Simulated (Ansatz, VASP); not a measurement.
# Pt: VASP beside Ansatz

```
Pt
1.0
     0.00000    1.91827    1.91827
     1.91827    0.00000    1.91827
     1.91827    1.91827    0.00000
Pt
1
Direct
  0.00000 0.00000 0.00000
```

Change from the starting cell: volume scaled by 0.9405.

Alike in both runs: task single point; functional PBE; k mesh 18 × 18 × 18; occupations fermi-dirac, width 0.03 eV; no spin polarisation.

|  | VASP | Ansatz |
| --- | --- | --- |
| version | VASP 6.6.1 | Ansatz 0.2.0 |
| potentials or method | VASP PAW PBE potentials, release 64 (Pt), cutoff 520 eV | all-electron LAPW, scalar-relativistic |

|  | VASP | Ansatz | Ansatz less VASP |
| --- | --- | --- | --- |
| pressure (GPa) | 33.0 | 33.5 | +0.53 |

Both programs put the cell under a high pressure, so it lies far from rest at this level. Ansatz ran all-electron here, and VASP with PAW potentials.

Spin-orbit coupling is off throughout.
